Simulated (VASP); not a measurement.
Runs of VASP 6.6.1 on Sc. The structure is that of space group Fm-3m (No. 225), or close to it. The cells are those of the table. 

```csv
cell,gap on the mesh (eV),pressure (GPa)
"a = 3.211, b = 3.259, c = 3.259 Å, angles 59.0, 60.5, 60.5°, 1 atom",none,2.5
"a = 3.211, b = 3.296, c = 3.296 Å, angles 58.3, 60.9, 60.9°, 1 atom",none,1.2
"a = 3.211, b = 3.187, c = 3.187 Å, angles 60.5, 59.8, 59.8°, 1 atom",none,(a)
"a = 3.211, b = 3.309, c = 3.309 Å, angles 58.1, 61.0, 61.0°, 1 atom",none,(b)
"a = 3.211, b = 3.284, c = 3.284 Å, angles 58.5, 60.7, 60.7°, 1 atom",none,1.6
"a = 3.211, b = 3.163, c = 3.163 Å, angles 61.0, 59.5, 59.5°, 1 atom",none,6.3
"a = 3.211, b = 3.235, c = 3.235 Å, angles 59.5, 60.2, 60.2°, 1 atom",none,3.4
```

Alike in all rows: task single point; level r2SCAN; potentials or basis VASP PAW PBE potentials, release 64 (Sc_sv); no spin polarisation; k mesh 18 × 18 × 18; cutoff (eV) 520; smearing gaussian 0.15 eV.

Problem. Estimate the missing entries.

Solution. (a) 5.2; (b) 0.8.

Caveats: the PAW data sets were made with another functional, which shifts forces and pressure a little; the cell stands under pressure (at least some runs).

A gap of «none» marks levels without a gap at the run's occupations.
